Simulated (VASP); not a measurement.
Write the native input for VASP 6.6.1 that does the following.

- Task: single point
- Functional: PBE
- Potentials or basis: VASP PAW PBE potentials, release 64 (Ir, Pt)
- Cutoff: 500 eV
- k mesh: 6 × 6 × 6
- Occupations: gaussian, width 0.1 eV
- Spin: no spin polarisation
- Dipole correction: no
- Further INCAR settings: ALGO = Normal; EDIFF = 1e-06; NBANDS = 21

The structure of Ir2Pt lies in POSCAR:

```
Ir2Pt
1.0
    0.0000000000      2.7853832700      2.7853832700
    2.7853832700      0.0000000000      2.7853832700
    2.7853832700      2.7853832700      0.0000000000
Ir Pt
2 1
Direct
    0.2500000000      0.2500000000      0.2500000000
    0.7500000000      0.7500000000      0.7500000000
    0.0000000000      0.0000000000      0.0000000000
```

The cell was built from a structure type or drawn by symmetry, and may not be a known phase.

The input as run:

INCAR

```
SYSTEM = Ir2Pt
PREC = Accurate
ENCUT = 500
EDIFF = 1E-6
ISMEAR = 0
SIGMA = 0.1
LREAL = .FALSE.
LASPH = .TRUE.
NELM = 120
ALGO = Normal
ISIF = 2
LWAVE = .FALSE.
LCHARG = .FALSE.
GGA = PE
NBANDS = 21
GGA_COMPAT = .FALSE.
```

KPOINTS

```
Automatic mesh
0
G
  6 6 6
  0 0 0
```

Potentials or basis: VASP PAW PBE potentials, release 64 (Ir, Pt).

Run with:

```bash
$ cat potpaw_PBE.64/Ir/POTCAR potpaw_PBE.64/Pt/POTCAR > POTCAR
$ mpirun -np 1 vasp_std > vasp.out
```

Results of the run:

```json
{
  "Pressure": "78.5 GPa",
  "Band gap on the k mesh": "zero (bands 14 and 15 overlap by 0.89 eV)"
}
```

Caveat: the cell stands under pressure; spin-orbit coupling is left out, which moves the levels of the heavy elements.

It took 8.1 s on 1 thread of Intel(R) Xeon(R) 6975P-C (Granite Rapids), with other jobs on the host, peak memory 0.17 GiB.
